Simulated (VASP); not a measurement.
**GaN: single point with PBEsol**

GaN:

```
Ga N
1.0
     3.19849    0.00000    0.00000
    -1.59924    2.76997    0.00000
     0.00000    0.00000    5.16985
Ga N
2 2
Direct
  0.33333 0.66667 0.99919
  0.66667 0.33333 0.49919
  0.33333 0.66667 0.37581
  0.66667 0.33333 0.87581
```

This cell differs from its parent crystal: in-plane strain +0.005.

```yaml
Program: VASP 6.6.1
Task: single point
Functional: PBEsol
Potentials_or_basis: VASP PAW PBE potentials, release 64 (Ga_d, N)
Cutoff: 520 eV
k_mesh: 8 × 8 × 4
Occupations: gaussian, width 0.01 eV
Spin: no spin polarisation
```

- Pressure: -1.4 GPa
- Largest force: 0.080 eV/Å
- Band gap on the k mesh: 1.87 eV, direct

Forces in eV/Å, atoms in the order of the input:
```
Ga   0.000  0.000 -0.080
Ga   0.000  0.000 -0.080
N    0.000  0.000  0.080
N    0.000  0.000  0.080
```

Stress tensor (GPa, compression positive):
```
-2.40  0.00  0.00
 0.00 -2.40  0.00
 0.00  0.00  0.62
```

Levels at points of the mesh, in eV from the valence-band top:
| k point | band 16 | band 17 | band 18 | band 19 | band 20 | band 21 |
| --- | --- | --- | --- | --- | --- | --- |
| (0.00, 0.00, 0.00) | -0.02 | 0.00 | 0.00 | 1.87 | 4.10 | 9.14 |
| (0.50, 0.00, 0.00) | -2.79 | -2.23 | -0.99 | 4.88 | 5.49 | 5.99 |
| (0.00, 0.00, 0.50) | -0.55 | -0.55 | -0.55 | 4.15 | 4.15 | 8.39 |
| (0.50, 0.00, 0.50) | -1.96 | -1.88 | -1.88 | 4.30 | 4.30 | 7.69 |

Run time: 17 s on 1 thread of Intel(R) Xeon(R) 6975P-C (Granite Rapids) (shared host), peak memory 0.17 GiB.

Caveat: the cell differs from its parent crystal (in-plane strain +0.005); the PAW data sets were made with another functional, which shifts forces and pressure a little.
